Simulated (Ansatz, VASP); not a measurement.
# Two plane-wave programs on CaHfAs2

```
CELL_PARAMETERS angstrom
3.92145 0.00000 0.00000
-1.96073 3.39608 0.00000
0.00000 0.00000 7.07738
ATOMIC_POSITIONS crystal
Ca 0.00000 0.00000 0.00000
Hf 0.00000 0.00000 0.50000
As 0.33333 0.66667 0.72193
As 0.66667 0.33333 0.27807
```

Alike in both runs: functional PBE; k mesh 12 × 12 × 8; occupations gaussian, width 0.1 eV; no spin polarisation.

Ansatz relaxed the structure, and its values are those at the end. VASP's run is a single point on that final structure, the one shown.

|  | VASP | Ansatz |
| --- | --- | --- |
| version | VASP 6.6.1 | Ansatz 0.2.0 |
| potentials or method | VASP PAW PBE potentials, release 64 (Ca_sv, Hf_pv, As), cutoff 520 eV | scalar-relativistic, plane waves, PAW |
| valence electrons in the cell | 30 | 66 |

Ansatz gave:

| Property | Result |
| --- | --- |
| gap on the k mesh at the Fermi level (eV) | none |
| pressure (GPa) | 0.0 |
| rms of the force components (eV/Å) | 0.000 |

Question: Estimate VASP's values.

Answer: gap on the k mesh at the Fermi level (eV): none; pressure (GPa): 0.0; rms of the force components (eV/Å): 0.015.

A gap of «none» marks a metal or a gap that the smearing closes. The functional is the same, so the differences come from potentials, cutoffs and numerics. VASP's potentials hold 30 valence electrons a cell and Ansatz's 66, so a difference there can come from the potentials and not from the codes.

Neither program's run includes spin-orbit coupling.
